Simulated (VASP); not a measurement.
# Sb in VASP: single point with PBE+D3(BJ)

Aim: the single point of Sb with PBE+D3(BJ).

Everything below comes from runs of VASP 6.6.1. Logs are shortened: lines on timing, memory, paths and dates and some standing lists are left out, and cuts for length are marked.

## 1. The cell of the first run

The cell holds a slab with vacuum, 6 atoms: a = 7.047 Å, b = 7.047 Å, c = 22.810 Å, α = 90.00°, β = 90.00°, γ = 120.00°.

## 2. Single point, PBE+D3(BJ)

INCAR reads:

```
SYSTEM = Sb
PREC = Accurate
ENCUT = 400
EDIFF = 1E-6
ISMEAR = 0
SIGMA = 0.04
LREAL = .False.
LASPH = .True.
NELM = 120
ALGO = Normal
ISIF = 2
LWAVE = .False.
LCHARG = .False.
LDIPOL = .True.
IDIPOL = 3
DIPOL = 0.5 0.5 0.640
GGA = PE
IVDW = 12
NBANDS = 24
GGA_COMPAT = .False.
NELMDL = -8
```

KPOINTS reads:

```
regular mesh
0
Gamma
  6 6 1
  0 0 0
```

POSCAR reads:

```
Sb
1.0
    7.0468496599      0.0000000000      0.0000000000
   -3.5234248300      6.1027508221      0.0000000000
    0.0000000000      0.0000000000     22.8100000000
Sb
6
Direct
    0.6666670000      0.6666670000      0.6041066207
    0.3363248854      0.9972216382      0.6040364403
    1.0053794568      0.3354457769      0.6039896810
    0.3361616497      0.3308442569      0.6767881203
    1.0005176531      0.6661817818      0.6766880921
    0.6716847968      1.0023089214      0.6768716206
```

Potentials or basis: VASP PAW PBE potentials, release 64 (Sb).

The run is started by

```console
$ cat potpaw_PBE.64/Sb/POTCAR > POTCAR
$ mpirun -np 1 vasp_std > vasp.out
```

OUTCAR:

```text
SYSTEM = Sb
   PREC = Accurate
   ENCUT = 400
   EDIFF = 1E-6
   ISMEAR = 0
   LREAL = .False.
   LASPH = .True.
   NELM = 120
   ISIF = 2
   GGA = PE
   IVDW = 12
   NELMDL = -8
 IVDW          = 12

 ion  position               nearest neighbor table
   1  0.667  0.667  0.604-   4 2.87   6 2.88   5 2.88
   2  0.336  0.997  0.604-   6 2.87   5 2.88   4 2.88
   3  0.005  0.335  0.604-   5 2.87   4 2.88   6 2.88
   4  0.336  0.331  0.677-   1 2.87   3 2.88   2 2.88
   5  0.001  0.666  0.677-   3 2.87   2 2.88   1 2.88
   6  0.672  0.002  0.677-   2 2.87   1 2.88   3 2.88

  LATTYP: Found a hexagonal cell.
 ALAT       =     7.0468496599
 C/A-ratio  =     3.2369074268

  Lattice vectors:

 A1 = (   7.0468496599,   0.0000000000,   0.0000000000)
 A2 = (  -3.5234248300,   6.1027508221,   0.0000000000)
 A3 = (   0.0000000000,   0.0000000000,  22.8100000000)

Analysis of symmetry for initial positions (statically):
=====================================================================
 Subroutine PRICEL returns:
 Original cell was already a primitive cell.

 Routine SETGRP: Setting up the symmetry group for a
 hexagonal supercell.

 Subroutine GETGRP returns: Found  1 space group operations
 (whereof  1 operations were pure point group operations)
 out of a pool of 24 trial point group operations.

The static configuration has the point symmetry C_1 .

Analysis of symmetry for dynamics (positions and initial velocities):
=====================================================================
 Subroutine PRICEL returns:
 Original cell was already a primitive cell.

 Routine SETGRP: Setting up the symmetry group for a
 hexagonal supercell.

 Subroutine GETGRP returns: Found  1 space group operations
 (whereof  1 operations were pure point group operations)
 out of a pool of 24 trial point group operations.

The dynamic configuration has the point symmetry C_1 .

 Subroutine INISYM returns: Found  1 space group operations
 (whereof  1 operations are pure point group operations),
 and found     1 'primitive' translations

----------------------------------------------------------------------------------------

                                     Primitive cell

  volume of cell :     980.9479

  direct lattice vectors                    reciprocal lattice vectors
     7.046849660  0.000000000  0.000000000     0.141907384  0.081930266  0.000000000
    -3.523424830  6.102750822  0.000000000     0.000000000  0.163860533  0.000000000
     0.000000000  0.000000000 22.810000000     0.000000000  0.000000000  0.043840421

  length of vectors
     7.046849660  7.046849660 22.810000000     0.163860533  0.163860533  0.043840421

  position of ions in fractional coordinates (direct lattice)
     0.666667000  0.666667000  0.604106621
     0.336324885  0.997221638  0.604036440
     0.005379457  0.335445777  0.603989681
     0.336161650  0.330844257  0.676788120
     0.000517653  0.666181782  0.676688092
     0.671684797  0.002308921  0.676871621

  ion indices of the primitive-cell ions
   primitive index   ion index
                 1           1
                 2           2
                 3           3
                 4           4
                 5           5
                 6           6

----------------------------------------------------------------------------------------

 KPOINTS: regular mesh

Automatic generation of k-mesh.
 Grid dimensions read from file:
 generate k-points for:    6    6    1

 Generating k-lattice:

  Cartesian coordinates                     Fractional coordinates (reciprocal lattice)
     0.023651231  0.013655044  0.000000000     0.166666667  0.000000000  0.000000000
     0.000000000  0.027310089  0.000000000     0.000000000  0.166666667  0.000000000
     0.000000000  0.000000000  0.043840421     0.000000000  0.000000000  1.000000000

  Length of vectors
     0.027310089  0.027310089  0.043840421

  Shift w.r.t. Gamma in fractional coordinates (k-lattice)
     0.000000000  0.000000000  0.000000000

 Subroutine IBZKPT returns following result:
 ===========================================

 Found     20 irreducible k-points:

 Following reciprocal coordinates:
            Coordinates               Weight
  0.000000  0.000000  0.000000      1.000000
  0.166667  0.000000  0.000000      2.000000
  0.000000  0.166667  0.000000      2.000000
 -0.166667  0.166667  0.000000      2.000000
  0.333333  0.000000  0.000000      2.000000
  0.000000  0.333333  0.000000      2.000000
[... 12 lines left out ...]
  0.500000 -0.166667  0.000000      2.000000
  0.333333  0.333333  0.000000      2.000000
   k-points           NKPTS =     20   k-points in BZ     NKDIM =     20   number of bands    NBANDS=     24
   number of dos      NEDOS =    301   number of ions     NIONS =      6
   total plane-waves  NPLWV = 345600
   dimension x,y,z NGX =    48 NGY =   48 NGZ =  150
   dimension x,y,z NGXF=    96 NGYF=   96 NGZF=  300
   ions per type =               6
   NGX,Y,Z   is equivalent  to a cutoff of  11.32, 11.32, 10.93 a.u.
   NGXF,Y,Z  is equivalent  to a cutoff of  22.65, 22.65, 21.86 a.u.
 SYSTEM =  Sb
   PREC   = accura    normal or accurate (medium, high low for compatibility)
   ISTART =      0    job   : 0-new  1-cont  2-samecut
   ICHARG =      2    charge: 1-file 2-atom 10-const
   ISPIN  =      1    spin polarized calculation?
   LNONCOLLINEAR =      F non collinear calculations
   LSORBIT =      F    spin-orbit coupling
   LASPH  =      T    aspherical Exc in radial PAW
   ENCUT  =  400.0 eV  29.40 Ry    5.42 a.u.  11.49 11.49 37.20*2*pi/ulx,y,z
   NELM   =    120;   NELMIN=  2; NELMDL= -8     # of ELM steps
   EDIFF  = 0.1E-05   stopping-criterion for ELM
   LREAL  =      F    real-space projection
   EDIFFG = 0.1E-04   stopping-criterion for IOM
   NSW    =      0    number of steps for IOM
   IBRION =     -1    ionic relax: 0-MD 1-quasi-New 2-CG
   NFREE  =      0    steps in history (QN), initial steepest desc. (CG)
   ISIF   =      2    stress and relaxation
   ISYM   =      2    0-nonsym 1-usesym 2-fastsym
   POTIM  = 0.5000    time-step for ionic-motion
   TEBEG  =    0.0;   TEEND  =   0.0 temperature during run
   PSTRESS=    0.0 pullay stress
   NELECT =      30.0000    total number of electrons
   NUPDOWN=      -1.0000    fix difference up-down
   EMIN   =  10.00;   EMAX   =-10.00  energy-range for DOS
   EFERMI =   0.00;   METHOD = LEGACY
   ISMEAR =     0;   SIGMA  =   0.04  broadening in eV -4-tet -1-fermi 0-gaus
   EFERMI_NEDOS =   21; number of points for ismear=-14 and -15
   IALGO  =     38    algorithm
   IMIX   =      4    mixing-type and parameters
     AMIX     =   0.40;   BMIX     =  1.00
     AMIX_MAG =   1.60;   BMIX_MAG =  1.00
  volume/ion in A,a.u.               =     163.49      1103.29
  Fermi-wavevector in a.u.,A,eV,Ry     =   0.511957  0.967458  3.566083  0.262100
  Thomas-Fermi vector in A             =   1.525705
   LORBIT       =      0    0 simple, 1 ext, 2 COOP (PROOUT), +10 PAW based schemes
   GGA     = PE    functional components
   LHFCALC =     F    Hartree Fock is set to
   AEXX    =    0.0000 exact exchange contribution
   IVDW    =    12    specifies the selected vdW correction
   LEPSILON=     F    determine dielectric tensor
   LRPA    =     F    only Hartree local field effects (RPA)
 non-spin polarized calculation
 Gauss-broadening in eV      SIGMA  =   0.04
  energy-cutoff  :      400.00
  volume of cell :      980.95
 maximum number of plane-waves:     17871
 NGX is ok and might be reduce to    48
   NGX = 23   NGY = 23   NGZ = 75

 dipolmoment           0.000000      0.000000     -0.000001 electrons x Angstroem

 number of electron      29.9999998 magnetization

 dipolmoment           0.000000      0.000000      0.000004 electrons x Angstroem

 Free energy of the ion-electron system (eV)
  ---------------------------------------------------
  ext. energy  EPLUGINS =         0.00000000
  ---------------------------------------------------
  free energy    TOTEN  =       -24.30174422 eV

  energy without entropy =      -24.30174422  energy(sigma->0) =      -24.30174422

 E-fermi :  -2.3835     XC(G=0):  -2.3926

 val. band max:       -2.5961054424   @ k =   0.0000   0.0000   0.0000
 cond. band min:      -1.4485233865   @ k =   0.3333   0.3333   0.0000
 fundamental gap:      1.1475820559
 Fermi energy:        -2.3834597225

 k-point     1 :       0.0000    0.0000    0.0000
  band No.  band energies     occupation
      1     -14.0925      2.00000
      2     -11.1974      2.00000
      3     -11.1965      2.00000
      4     -11.1858      2.00000
      5     -11.1850      2.00000
      6      -9.0708      2.00000
[... 16 lines left out ...]
     23       0.8730      0.00000
     24       0.8789      0.00000

 k-point     2 :       0.1667    0.0000    0.0000
  band No.  band energies     occupation
      1     -13.9910      2.00000
      2     -11.8554      2.00000
      3     -11.6882      2.00000
      4     -10.7405      2.00000
      5     -10.5481      2.00000
      6      -9.0588      2.00000
[... 16 lines left out ...]
     23       0.7481      0.00000
     24       1.1761      0.00000

 k-point     3 :       0.0000    0.1667    0.0000
  band No.  band energies     occupation
      1     -13.9910      2.00000
      2     -11.8555      2.00000
      3     -11.6882      2.00000
      4     -10.7406      2.00000
      5     -10.5480      2.00000
      6      -9.0588      2.00000
[... 16 lines left out ...]
     23       0.7481      0.00000
     24       1.1761      0.00000
[... 406 lines left out ...]
 k-point    19 :       0.5000   -0.1667    0.0000
  band No.  band energies     occupation
      1     -13.3983      2.00000
      2     -12.8423      2.00000
      3     -12.3801      2.00000
      4     -10.1683      2.00000
      5      -9.6404      2.00000
      6      -9.2067      2.00000
[... 16 lines left out ...]
     23       0.7917      0.00000
     24       0.9228      0.00000

 k-point    20 :       0.3333    0.3333    0.0000
  band No.  band energies     occupation
      1     -12.9419      2.00000
      2     -12.9362      2.00000
      3     -12.9333      2.00000
      4      -9.5879      2.00000
      5      -9.5860      2.00000
      6      -9.5835      2.00000
[... 16 lines left out ...]
     23       0.9255      0.00000
     24       0.9270      0.00000

------------------------ aborting loop because EDIFF is reached ----------------------------------------

 vacuum level on the upper side and lower side of the slab       (xc-potential included)        -0.007        -0.007

 Edisp (eV)   -1.41950

 E8    (eV) :    -0.7062

  FORCE on cell =-STRESS in cart. coord.  units (eV):
  Direction    XX          YY          ZZ          XY          YZ          ZX
  --------------------------------------------------------------------------------------
  -------------------------------------------------------------------------------------
  Total      -0.13920    -0.13962    -0.00098     0.00001     0.00007     0.00062
  in kB      -0.22736    -0.22804    -0.00159     0.00002     0.00012     0.00101
  external pressure =       -0.15 kB  Pullay stress =        0.00 kB

 VOLUME and BASIS-vectors are now :
 -----------------------------------------------------------------------------
  energy-cutoff  :      400.00
  volume of cell :      980.95
      direct lattice vectors                 reciprocal lattice vectors
     7.046849660  0.000000000  0.000000000     0.141907384  0.081930266  0.000000000
    -3.523424830  6.102750822  0.000000000     0.000000000  0.163860533  0.000000000
     0.000000000  0.000000000 22.810000000     0.000000000  0.000000000  0.043840421

 POSITION                                       TOTAL-FORCE (eV/Angst)
 -----------------------------------------------------------------------------------
      2.34895      4.06850     13.77967         0.053336      0.001004     -0.006230
     -1.14360      6.08580     13.77807        -0.028658      0.043459     -0.004056
     -1.14401      2.04714     13.77700        -0.025064     -0.044511     -0.002232
      1.20318      2.01906     15.43754        -0.016054      0.017279      0.004258
     -2.34359      4.06554     15.43526         0.022994      0.005315      0.005702
      4.72513      0.01409     15.43944        -0.006555     -0.022545      0.002557
 -----------------------------------------------------------------------------------
    total drift:                                0.000096     -0.000005      0.000286

  FREE ENERGIE OF THE ION-ELECTRON SYSTEM (eV)
  ---------------------------------------------------
  free  energy   TOTEN  =       -25.7212486558 eV

  energy  without entropy=      -25.7212486558  energy(sigma->0) =      -25.72124866

 vacuum level on the upper side and lower side of the slab         2.086         2.087
```

Wall time 12 min (1 thread of Oxide Virtual Turin-like, shared host); peak memory 0.72 GiB.

What came out:

| Property | Result |
| --- | --- |
| Free energy | -25.7212 eV |
| Largest force | 0.054 eV/Å |
| Band gap on the k mesh | 1.15 eV |
| Dispersion energy per atom | -0.237 eV |

Forces in eV/Å, atoms in the order of the input:
```
Sb   0.053  0.001 -0.006
Sb  -0.029  0.043 -0.004
Sb  -0.025 -0.045 -0.002
Sb  -0.016  0.017  0.004
Sb   0.023  0.005  0.006
Sb  -0.007 -0.023  0.003
```

Levels at points of the mesh, in eV from the valence-band top:
| k point | band 11 | band 12 | band 13 | band 14 | band 15 | band 16 | band 17 | band 18 | band 19 | band 20 |
| --- | --- | --- | --- | --- | --- | --- | --- | --- | --- | --- |
| (0.00, 0.00, 0.00) | -1.94 | -1.94 | -0.81 | 0.00 | 0.00 | 1.31 | 1.32 | 1.63 | 2.78 | 2.78 |
| (0.50, 0.00, 0.00) | -1.94 | -1.63 | -1.62 | -0.67 | -0.67 | 1.56 | 2.08 | 2.08 | 2.27 | 2.67 |
| (0.00, 0.50, 0.00) | -1.94 | -1.63 | -1.62 | -0.67 | -0.66 | 1.56 | 2.08 | 2.08 | 2.27 | 2.67 |
| (0.50, 0.50, 0.00) | -1.94 | -1.63 | -1.62 | -0.67 | -0.67 | 1.56 | 2.08 | 2.08 | 2.27 | 2.67 |

Caveat: spin-orbit coupling is left out, which moves the levels of the heavy elements.
